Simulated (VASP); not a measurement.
Write the native input for VASP 6.6.1 that does the following.

| Quantity | Value |
| --- | --- |
| Task | single point |
| Functional | PBE |
| Potentials or basis | VASP PAW PBE potentials, release 64 (Pt, H) |
| Cutoff | 520 eV |
| k mesh | 6 × 6 × 1 |
| Occupations | gaussian, width 0.1 eV |
| Spin | no spin polarisation |
| Dipole correction | yes |
| Further INCAR settings | ALGO = Normal; EDIFF = 1e-07; NBANDS = 74 |

The structure of HPt6 lies in POSCAR:

```
HPt6
1.0
    5.6145835605      0.0000000000      0.0000000000
   -2.8072917802      4.8623719950      0.0000000000
    0.0000000000      0.0000000000     22.6197373747
Pt H
12 2
Direct
    0.3333333333      0.1666666667      0.1768367127
    0.3333333333      0.6666666667      0.1768367127
    0.8333333333      0.1666666667      0.1768367127
    0.8333333333      0.6666666667      0.1768367127
    0.1666666667      0.3333333333      0.2789580515
    0.1666666667      0.8333333333      0.2789580515
    0.6666666667      0.3333333333      0.2789580515
    0.6666666667      0.8333333333      0.2789580515
    0.0000000000      0.0000000000      0.3810715055
    0.0000000000      0.5000000000      0.3810715055
    0.5000000000      0.0000000000      0.3810715055
    0.5000000000      0.5000000000      0.3810715055
    0.2027493988      0.4054987976      0.4151125727
    0.2972506012      0.5945012024      0.4151125727
```

The input as run:

INCAR

```
ALGO     = Normal         # electronic algorithm
DIPOL    = 0.5 0.5 0.298
EDIFF    = 1E-7           # SCF threshold, eV
ENCUT    = 520            # plane-wave cutoff, eV
GGA      = PE             # functional
IDIPOL   = 3            
ISIF     = 2              # what is computed and relaxed
ISMEAR   = 0              # smearing method
LASPH    = True           # aspherical terms in the spheres
LCHARG   = False          # write CHGCAR
LDIPOL   = True         
LREAL    = False          # projectors in reciprocal space
LWAVE    = False          # write WAVECAR
NBANDS   = 74             # bands
NELM     = 100            # most SCF steps
PREC     = Accurate       # precision mode
SIGMA    = 0.1            # smearing width, eV
```

KPOINTS

```
k-points
0
Gamma
  6 6 1
```

Potentials or basis: VASP PAW PBE potentials, release 64 (Pt, H).

Run with:

```sh
$ cat potpaw_PBE.64/Pt/POTCAR potpaw_PBE.64/H/POTCAR > POTCAR
$ mpirun -np 1 vasp_std > vasp.out
```

Results of the run:

- Largest force: 3.657 eV/Å
- Band gap on the k mesh: zero (bands 61 and 62 overlap by 0.63 eV)

Caveat: spin-orbit coupling is left out, which moves the levels of the heavy elements.

It took 19 min on 1 thread of AMD EPYC 9R45 96-Core Processor (Zen 5), with other jobs on the host, peak memory 0.86 GiB.
